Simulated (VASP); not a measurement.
Here is a VASP 6.6.1 calculation.

File INCAR:

```
PREC = Accurate
ENCUT = 520
EDIFF = 1E-6
ISMEAR = -1
SIGMA = 0.05
LREAL = False
LASPH = True
NELM = 100
ALGO = Fast
ISIF = 2
LWAVE = False
LCHARG = False
GGA = PE
IBRION = 2
NSW = 60
EDIFFG = -0.01
```

KPOINTS

```
regular mesh
0
Gamma
  7 7 7
```

The input POSCAR:

```
Al2Pt
1.0
    0.0000000000      2.9550000000      2.9845500000
    2.9550000000      0.0000000000      2.9845500000
    2.9550000000      2.9550000000      0.0000000000
Pt Al
1 2
Direct
    0.0000000000      0.0000000000      0.0000000000
    0.7500000000      0.7500000000      0.7500000000
    0.2500000000      0.2500000000      0.2500000000
```

Potentials or basis: VASP PAW PBE potentials, release 64 (Pt, Al).

Launch:

```bash
$ cat potpaw_PBE.64/Pt/POTCAR potpaw_PBE.64/Al/POTCAR > POTCAR
$ mpirun -np 1 vasp_std > vasp.out
```

Q: What does it give for the band gap on the k mesh?

A: Zero (bands 8 and 9 overlap by 5.09 eV).

Final structure:
```
Pt Al
1.0
     0.00000    2.95500    2.98455
     2.95500    0.00000    2.98455
     2.95500    2.95500    0.00000
Pt Al
1 2
Direct
  0.00000 0.00000 0.00000
  0.75000 0.75000 0.75000
  0.25000 0.25000 0.25000
```

Caveat: the relaxation stopped at its first step, so nothing moved; spin-orbit coupling is left out, which moves the levels of the heavy elements.
